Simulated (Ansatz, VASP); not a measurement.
One calculation of HfB2, two programs

```xyz
3
Lattice="3.1608 0.0000 0.0000 -1.5804 2.7373 0.0000 0.0000 0.0000 3.5030" Properties=species:S:1:pos:R:3 pbc="T T T"
Hf    0.0000    0.0000    0.0000
B     1.5804    0.9124    1.7515
B     0.0000    1.8249    1.7515
```

Alike in both runs: task single point; functional PBEsol; k mesh 10 × 10 × 8; occupations fermi-dirac, width 0.05 eV; no spin polarisation.

|  | VASP | Ansatz |
| --- | --- | --- |
| version | VASP 6.6.1 | Ansatz 0.2.0 |
| potentials or method | VASP PAW PBE potentials, release 64 (Hf_pv, B) | Ansatz PAW |
| plane-wave cutoff (eV) | 520 | 420 |
| valence electrons in the cell | 16 | 32 |

VASP gave:

- gap on the k mesh at the Fermi level (eV): none
- pressure (GPa): -9.2
- traceless stress, the component that is largest in VASP (GPa): -0.05

**Question.** Which values does Ansatz return?

**Answer.** gap on the k mesh at the Fermi level (eV): none; pressure (GPa): -9.0; traceless stress, the component that is largest in VASP (GPa): -0.18.

VASP's potentials were made for PBE, not for PBEsol. A gap of «none» marks a metal or a gap that the smearing closes. The functional is the same, so the differences come from potentials, cutoffs and numerics. VASP's potentials hold 16 valence electrons a cell and Ansatz's 32, so a difference there can come from the potentials and not from the codes.

Spin-orbit coupling is off throughout.
